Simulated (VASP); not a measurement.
## Be: relaxation of cell and atoms with PBEsol

The system is Be.

```
CELL_PARAMETERS angstrom
0.00000 2.13988 2.13988
2.13988 0.00000 2.13988
2.13988 2.13988 0.00000
ATOMIC_POSITIONS crystal
Be 0.87500 0.87500 0.87500
Be 0.12500 0.12500 0.12500
```

| Quantity | Value |
| --- | --- |
| Program | VASP 6.6.1 |
| Task | relaxation of cell and atoms |
| Functional | PBEsol |
| Potentials or basis | VASP PAW PBE potentials, release 64 (Be) |
| Cutoff | 600 eV |
| k mesh | 15 × 15 × 15 |
| Occupations | fermi-dirac, width 0.05 eV |
| Spin | no spin polarisation |
| Dipole correction | no |
| Further INCAR settings | ALGO = Normal; EDIFF = 1e-07; IBRION = 2; EDIFFG = -0.005; NSW = 60; ISIF = 3 |

```json
{
  "Relaxed volume": "14.51 Å³/atom",
  "Relaxed cell": "a = 3.449 Å, b = 3.449 Å, c = 3.449 Å, α = 60.00°, β = 60.00°, γ = 60.00°",
  "Space group after relaxing (to 0.05 Å)": "Fd-3m (No. 227)",
  "Energy gained by relaxing": "377.9 meV/atom",
  "Ionic steps": "7",
  "Pressure after relaxing": "0.0 GPa",
  "Band gap on the k mesh": "zero (band 2 reaches 6.67 eV, above the bottom of band 3 at 0.35 eV)"
}
```

The path:
| step | energy change (eV) | largest force (eV/Å) | pressure (GPa) | volume (Å³) |
| --- | --- | --- | --- | --- |
| 1 | 0.0000 | 0.0000 | 34.29 | 19.60 |
| 2 | -0.7101 | 0.0000 | 5.57 | 26.17 |
| 3 | -0.7527 | 0.0000 | 1.32 | 28.22 |
| 4 | -0.7559 | 0.0000 | 0.10 | 28.94 |
| 5 | -0.7558 | 0.0000 | -0.23 | 29.16 |
| 6 | -0.7559 | 0.0000 | -0.08 | 29.06 |
| 7 | -0.7559 | 0.0000 | -0.01 | 29.01 |

Final structure:
```xyz
2
Lattice="0.0000 2.4389 2.4389 2.4389 0.0000 2.4389 2.4389 2.4389 0.0000" Properties=species:S:1:pos:R:3 pbc="T T T"
Be    4.2681    4.2681    4.2681
Be    0.6097    0.6097    0.6097
```

Levels at points of the mesh, in eV from the Fermi level:
| k point | band 1 | band 2 | band 3 | band 4 | band 5 |
| --- | --- | --- | --- | --- | --- |
| (0.00, 0.00, 0.00) | -7.37 | 4.81 | 4.81 | 4.81 | 7.33 |

Wall time 63 s on 1 thread of Intel Xeon 8259CL, on a shared host, peak memory 0.14 GiB.

Caveat: the volume moved by over 15 % at a fixed basis, so the end points are rough; the PAW data sets were made with another functional, which shifts forces and pressure a little.
